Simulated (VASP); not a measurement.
Set up this calculation in VASP 6.6.1, as the native input.

```
Task                   : single point
Functional             : PBE
Potentials or basis    : VASP PAW PBE potentials, release 64 (Ga_d, P)
Cutoff                 : 500 eV
k mesh                 : 3 × 3 × 3
Occupations            : gaussian, width 0.01 eV
Spin                   : no spin polarisation
Dipole correction      : no
Further INCAR settings : ALGO = Normal; EDIFF = 1e-06; NBANDS = 16
```

The structure of GaP lies in POSCAR:

```
GaP
1.0
    0.0000000000      2.7252500000      2.7252500000
    2.7252500000      0.0000000000      2.7252500000
    2.7252500000      2.7252500000      0.0000000000
Ga P
1 1
Direct
    0.0000000000      0.0000000000      0.0000000000
    0.2500000000      0.2500000000      0.2500000000
```

One way to write it, as run:

INCAR

```
SYSTEM = GaP
PREC = Accurate ; ENCUT = 500
EDIFF = 1E-6 ; ISMEAR = 0
SIGMA = 0.01 ; LREAL = .FALSE.
LASPH = .TRUE. ; NELM = 120
ALGO = Normal ; ISIF = 2
LWAVE = .FALSE. ; LCHARG = .FALSE.
GGA = PE ; NBANDS = 16
GGA_COMPAT = .FALSE.
```

KPOINTS

```
regular mesh
0
G
  3 3 3
  0 0 0
```

Potentials or basis: VASP PAW PBE potentials, release 64 (Ga_d, P).

Launch:

```bash
$ cat potpaw_PBE.64/Ga_d/POTCAR potpaw_PBE.64/P/POTCAR > POTCAR
$ mpirun -np 1 vasp_std > vasp.out
```

Results of the run:

```yaml
Pressure: 4.0 GPa
Band_gap_on_the_k_mesh: 1.70 eV, indirect (least direct gap 1.80 eV)
```

Caveat: the k points lie up to 0.67 Å⁻¹ apart.

Run time: 9.7 s on 1 thread of AMD EPYC 7R13, on a shared host, peak memory 0.12 GiB.
